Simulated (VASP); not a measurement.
# AlN (Fm-3m) in VASP: G0W0 quasiparticle levels with PBE

Aim: the G0W0 quasiparticle levels of AlN with PBE.

Program: VASP 6.6.1. These are calculated values, not measurements. Logs are shortened: lines on timing, memory, paths and dates and some standing lists are left out, and cuts for length are marked.

## Step 1: The cell of the first run

Symmetry: Fm-3m, No. 225, cubic system. The conventional cell has a = 4.038 Å, b = 4.038 Å, c = 4.038 Å, α = 90.00°, β = 90.00°, γ = 90.00°. Al (site symmetry m-3m) has 6 N at 2.02 Å within 2.7 Å. N (site symmetry m-3m) has 6 Al at 2.02 Å within 2.7 Å.

## Step 2: G0W0 quasiparticle levels, PBE

Contents of POSCAR:

```
AlN
1.0
    0.0000000000      2.0188684454      2.0188684454
    2.0188684454      0.0000000000      2.0188684454
    2.0188684454      2.0188684454      0.0000000000
Al N
1 1
Direct
    0.0000000000      0.0000000000      0.0000000000
    0.5000000000      0.5000000000      0.5000000000
```

Contents of INCAR.step1:

```
SYSTEM = AlN
ALGO     = Normal         ! electronic algorithm
EDIFF    = 1E-8           ! SCF threshold, eV
ENCUT    = 500            ! plane-wave cutoff, eV
GGA      = PE             ! functional
ISMEAR   = 0              ! smearing method
LASPH    = .TRUE.         ! aspherical terms in the spheres
LCHARG   = .FALSE.        ! write CHGCAR
LREAL    = .FALSE.        ! projectors in reciprocal space
LWAVE    = .TRUE.         ! write WAVECAR
NELM     = 100            ! most SCF steps
PREC     = Accurate       ! precision mode
SIGMA    = 0.01           ! smearing width, eV
```

Contents of INCAR.step2:

```
SYSTEM = AlN
ALGO     = Exact          ! electronic algorithm
EDIFF    = 1E-8           ! SCF threshold, eV
ENCUT    = 500            ! plane-wave cutoff, eV
GGA      = PE             ! functional
ISMEAR   = 0              ! smearing method
ISTART   = 1            
LASPH    = .TRUE.         ! aspherical terms in the spheres
LCHARG   = .FALSE.        ! write CHGCAR
LOPTICS  = .TRUE.         ! frequency-dependent dielectric function
LREAL    = .FALSE.        ! projectors in reciprocal space
LWAVE    = .TRUE.         ! write WAVECAR
NBANDS   = 124            ! bands
NELM     = 1              ! most SCF steps
PREC     = Accurate       ! precision mode
SIGMA    = 0.01           ! smearing width, eV
```

Contents of INCAR.step3:

```
SYSTEM = AlN
ALGO     = EVGW0          ! electronic algorithm
EDIFF    = 1E-8           ! SCF threshold, eV
ENCUT    = 500            ! plane-wave cutoff, eV
ENCUTGW  = 150.0          ! cutoff of the response function
GGA      = PE             ! functional
ISMEAR   = 0              ! smearing method
ISTART   = 1            
LASPH    = .TRUE.         ! aspherical terms in the spheres
LCHARG   = .FALSE.        ! write CHGCAR
LREAL    = .FALSE.        ! projectors in reciprocal space
LWAVE    = .FALSE.        ! write WAVECAR
NBANDS   = 124            ! bands
NBANDSGW = 12           
NELMGW   = 1            
NOMEGA   = 48             ! frequency points
PREC     = Accurate       ! precision mode
PRECFOCK = Fast         
SIGMA    = 0.01           ! smearing width, eV
```

Contents of KPOINTS:

```
k-points
0
G
  4 4 4
  0 0 0
```

Potentials or basis: VASP PAW PBE potentials, release 64 (Al_GW, N_GW).

Started as:

```console
$ cat potpaw_PBE.64/Al_GW/POTCAR potpaw_PBE.64/N_GW/POTCAR > POTCAR
$ cp INCAR.step1 INCAR
$ mpirun -np 1 vasp_std > vasp.out
$ cp INCAR.step2 INCAR
$ mpirun -np 1 vasp_std > vasp.out
$ cp INCAR.step3 INCAR
$ mpirun -np 1 vasp_std > vasp.out
```

OUTCAR:

```text
SYSTEM = AlN
   EDIFF = 1E-8
   ENCUT = 500
   ENCUTGW = 150.0
   GGA = PE
   ISMEAR = 0
   ISTART = 1
   LASPH = .TRUE.
   LREAL = .FALSE.
   NELMGW = 1
   PREC = Accurate
   PRECFOCK = Fast

 ion  position               nearest neighbor table
   1  0.000  0.000  0.000-   2 2.02   2 2.02   2 2.02   2 2.02   2 2.02   2 2.02
   2  0.500  0.500  0.500-   1 2.02   1 2.02   1 2.02   1 2.02   1 2.02   1 2.02

  LATTYP: Found a face centered cubic cell.
 ALAT       =     4.0377368908

  Lattice vectors:

 A1 = (   0.0000000000,   2.0188684454,   2.0188684454)
 A2 = (   2.0188684454,   0.0000000000,   2.0188684454)
 A3 = (   2.0188684454,   2.0188684454,   0.0000000000)

Analysis of symmetry for initial positions (statically):
=====================================================================
 Subroutine PRICEL returns:
 Original cell was already a primitive cell.

 Routine SETGRP: Setting up the symmetry group for a
 face centered cubic supercell.

 Subroutine GETGRP returns: Found 48 space group operations
 (whereof 48 operations were pure point group operations)
 out of a pool of 48 trial point group operations.

The static configuration has the point symmetry O_h .

Analysis of symmetry for dynamics (positions and initial velocities):
=====================================================================
 Subroutine PRICEL returns:
 Original cell was already a primitive cell.

 Routine SETGRP: Setting up the symmetry group for a
 face centered cubic supercell.

 Subroutine GETGRP returns: Found 48 space group operations
 (whereof 48 operations were pure point group operations)
 out of a pool of 48 trial point group operations.

The dynamic configuration has the point symmetry O_h .

 Subroutine INISYM returns: Found 48 space group operations
 (whereof 48 operations are pure point group operations),
 and found     1 'primitive' translations

----------------------------------------------------------------------------------------

                                     Primitive cell

  volume of cell :      16.4571

  direct lattice vectors                    reciprocal lattice vectors
     0.000000000  2.018868445  2.018868445    -0.247663488  0.247663488  0.247663488
     2.018868445  0.000000000  2.018868445     0.247663488 -0.247663488  0.247663488
     2.018868445  2.018868445  0.000000000     0.247663488  0.247663488 -0.247663488

  length of vectors
     2.855111136  2.855111136  2.855111136     0.428965744  0.428965744  0.428965744

  position of ions in fractional coordinates (direct lattice)
     0.000000000  0.000000000  0.000000000
     0.500000000  0.500000000  0.500000000

  ion indices of the primitive-cell ions
   primitive index   ion index
                 1           1
                 2           2

----------------------------------------------------------------------------------------

 KPOINTS: k-points

Automatic generation of k-mesh.
 Grid dimensions read from file:
 generate k-points for:    4    4    4

 Generating k-lattice:

  Cartesian coordinates                     Fractional coordinates (reciprocal lattice)
    -0.061915872  0.061915872  0.061915872     0.250000000  0.000000000  0.000000000
     0.061915872 -0.061915872  0.061915872     0.000000000  0.250000000  0.000000000
     0.061915872  0.061915872 -0.061915872     0.000000000  0.000000000  0.250000000

  Length of vectors
     0.107241436  0.107241436  0.107241436

  Shift w.r.t. Gamma in fractional coordinates (k-lattice)
     0.000000000  0.000000000  0.000000000

 Subroutine IBZKPT returns following result:
 ===========================================

 Found      8 irreducible k-points:

 Following reciprocal coordinates:
            Coordinates               Weight
  0.000000  0.000000  0.000000      1.000000
  0.250000  0.000000  0.000000      8.000000
  0.500000  0.000000  0.000000      4.000000
  0.250000  0.250000  0.000000      6.000000
  0.500000  0.250000  0.000000     24.000000
 -0.250000  0.250000  0.000000     12.000000
  0.500000  0.500000  0.000000      3.000000
 -0.250000  0.500000  0.250000      6.000000
   k-points           NKPTS =      8   k-points in BZ     NKDIM =     64   number of bands    NBANDS=    124
   number of dos      NEDOS =    301   number of ions     NIONS =      2
   total plane-waves  NPLWV =  13824
   dimension x,y,z NGX =    24 NGY =   24 NGZ =   24
   dimension x,y,z NGXF=    48 NGYF=   48 NGZF=   48
   ions per type =               1   1
   NGX,Y,Z   is equivalent  to a cutoff of  13.97, 13.97, 13.97 a.u.
   NGXF,Y,Z  is equivalent  to a cutoff of  27.95, 27.95, 27.95 a.u.
 SYSTEM =  AlN
   PREC   = accura    normal or accurate (medium, high low for compatibility)
   ISTART =      1    job   : 0-new  1-cont  2-samecut
   ICHARG =      0    charge: 1-file 2-atom 10-const
   ISPIN  =      1    spin polarized calculation?
   LNONCOLLINEAR =      F non collinear calculations
   LSORBIT =      F    spin-orbit coupling
   LASPH  =      T    aspherical Exc in radial PAW
   ENCUT  =  500.0 eV  36.75 Ry    6.06 a.u.   5.21  5.21  5.21*2*pi/ulx,y,z
   NELM   =     60;   NELMIN=  2; NELMDL=  0     # of ELM steps
   EDIFF  = 0.1E-07   stopping-criterion for ELM
   LREAL  =      F    real-space projection
   EDIFFG = 0.1E-06   stopping-criterion for IOM
   NSW    =      0    number of steps for IOM
   IBRION =     -1    ionic relax: 0-MD 1-quasi-New 2-CG
   NFREE  =      0    steps in history (QN), initial steepest desc. (CG)
   ISIF   =      0    stress and relaxation
   ISYM   =      3    0-nonsym 1-usesym 2-fastsym
   POTIM  = 0.5000    time-step for ionic-motion
   TEBEG  =    0.0;   TEEND  =   0.0 temperature during run
   PSTRESS=    0.0 pullay stress
   NELECT =       8.0000    total number of electrons
   NUPDOWN=      -1.0000    fix difference up-down
   EMIN   =  10.00;   EMAX   =-10.00  energy-range for DOS
   EFERMI =   0.00;   METHOD = LEGACY
   ISMEAR =     0;   SIGMA  =   0.01  broadening in eV -4-tet -1-fermi 0-gaus
   EFERMI_NEDOS =   21; number of points for ismear=-14 and -15
   IALGO  =     38    algorithm
   IMIX   =      4    mixing-type and parameters
     AMIX     =   0.40;   BMIX     =  1.00
     AMIX_MAG =   1.60;   BMIX_MAG =  1.00
  volume/ion in A,a.u.               =       8.23        55.53
  Fermi-wavevector in a.u.,A,eV,Ry     =   1.287222  2.432497 22.544046  1.656941
  Thomas-Fermi vector in A             =   2.419249
   LORBIT       =      0    0 simple, 1 ext, 2 COOP (PROOUT), +10 PAW based schemes
   GGA     = PE    functional components
   LHFCALC =     T    Hartree Fock is set to
   PRECFOCK=fast      Normal, Fast or Accurate (Low or Medium for compatibility)
   ENCUT4O =  -1.0   cutoff for four orbital integrals eV
   NKREDX  =     1    reduce k-point grid by
   NKREDY  =     1    reduce k-point grid by
   NKREDZ  =     1    reduce k-point grid by
   AEXX    =    1.0000 exact exchange contribution
   HFSCREEN=    0.0000 screening length (either q_TF or 0.3 A-1)
   HFSCREENC=   0.0000 screening length for correlation (either q_TF or 0.3 A-1)
   ENCUTFOCK=  -1.0 apply spherical cutoff to Coloumb kernel
   IVDW    =     0    specifies the selected vdW correction
   LEPSILON=     F    determine dielectric tensor
   LRPA    =     F    only Hartree local field effects (RPA)
   LRPAFORCE           =     F    calculate RPA forces
   ENCUTGW             = 150.0    cutoff for response function in eV
   ENCUTGWSOFT         = 120.0    soft cutoff for Coulomb kernel in GW response function in eV
   ENCUTLF             =  -1.0    cutoff for local field effects
   NELMGW              =     1    number of iterations in solving QP/BSE equation
   NELMHF              =     1    number of iterations in the inner HF iteration
   NKREDLFX            =     1    NKREDLFY  =   1   NKREDLFZ  =   1
 non-spin polarized calculation
 Gauss-broadening in eV      SIGMA  =   0.01
  energy-cutoff  :      500.00
  volume of cell :       16.46
 maximum number of plane-waves:       444
 NGX is ok and might be reduce to    24
  NGX = 12; NGY = 12; NGZ = 12
   NGX = 11   NGY = 11   NGZ = 11
 maximum number of plane-waves:        76

 QP shifts <psi_nk| G(iteration)W_0 |psi_nk>: iteration 1
 for sc-GW calculations column KS-energies equals QP-energies in previous step
 and V_xc(KS)=  KS-energies - (<T + V_ion + V_H > + <T+V_H+V_ion>^1  + <V_x>^1)

 k-point   1 :       0.0000    0.0000    0.0000
  band No.  KS-energies  QP-energies   sigma(KS)   V_xc(KS)     V^pw_x(r,r')   Z            occupation Imag(sigma)

      1      -8.8398     -10.4944     -16.8977     -14.6540     -24.9008       0.7374       2.0000       1.3902
      2       8.7712       7.9904     -18.3941     -17.4134     -21.2724       0.7962       2.0000       0.1068
      3       8.7712       7.9904     -18.3941     -17.4134     -21.2724       0.7962       2.0000       0.1068
      4       8.7712       7.9904     -18.3941     -17.4134     -21.2724       0.7962       2.0000       0.1068
      5      14.4971      15.4493     -13.5024     -14.6841      -8.7843       0.8058       0.0000      -0.0792
      6      20.8974      21.6446      -9.8140     -10.7257      -4.4825       0.8196       0.0000      -0.1166
      7      20.8974      21.6446      -9.8140     -10.7257      -4.4825       0.8196       0.0000      -0.1166
      8      20.8974      21.6446      -9.8140     -10.7257      -4.4825       0.8196       0.0000      -0.1166
      9      26.0423      26.2576      -9.3008      -9.5810      -2.6259       0.7686       0.0000      -0.3847
     10      26.5262      27.5350     -10.3221     -11.5802      -4.4927       0.8018       0.0000      -0.2061
     11      26.5262      27.5350     -10.3221     -11.5802      -4.4927       0.8018       0.0000      -0.2061
     12      27.6584      28.5496     -10.0584     -11.2115      -2.8754       0.7728       0.0000      -0.4960

 k-point   2 :       0.2500    0.0000    0.0000
  band No.  KS-energies  QP-energies   sigma(KS)   V_xc(KS)     V^pw_x(r,r')   Z            occupation Imag(sigma)
[... 97 lines left out ...]
      1      -4.3971      -5.7548     -18.8770     -17.0455     -26.3579       0.7413       2.0000       0.9141
      2       3.0192       1.7485     -15.6012     -13.9571     -19.4018       0.7729       2.0000       0.1521
      3       3.0192       1.7485     -15.6012     -13.9571     -19.4018       0.7729       2.0000       0.1521
      4       4.8316       3.7321     -15.9666     -14.5673     -19.2368       0.7858       2.0000       0.1242
      5      16.8874      17.9573     -12.1560     -13.4774      -7.3269       0.8097       0.0000      -0.0852
      6      19.4905      20.4790     -12.3637     -13.6062      -6.9430       0.7957       0.0000      -0.1117
      7      19.4905      20.4790     -12.3637     -13.6062      -6.9430       0.7957       0.0000      -0.1117
      8      21.0334      21.9707     -10.6063     -11.7879      -4.7703       0.7933       0.0000      -0.1518
      9      28.0600      29.0148     -11.1621     -12.4100      -3.9591       0.7651       0.0000      -0.4698
     10      28.0600      29.0148     -11.1621     -12.4100      -3.9591       0.7651       0.0000      -0.4698
     11      33.8547      35.0001     -11.2598     -12.6917      -4.0999       0.8000       0.0000      -0.8272
     12      36.8356      37.6525      -8.8482      -9.8981      -1.4100       0.7781       0.0000      -0.9732
```

Run time: 40 s. Hardware: 1 thread of Intel Xeon Platinum 8488C (Sapphire Rapids), shared host; peak memory 0.2 GiB.

What came out:

- Band gap on the k mesh, mean-field level: 4.60 eV, indirect (least direct gap 5.73 eV)
- Quasiparticle gap: 6.16 eV
- Least direct quasiparticle gap: 7.46 eV

Caveat: the k points lie up to 0.67 Å⁻¹ apart; bands, screening cutoff and mesh are small and nothing is extrapolated, so the quasiparticle values aren't converged.
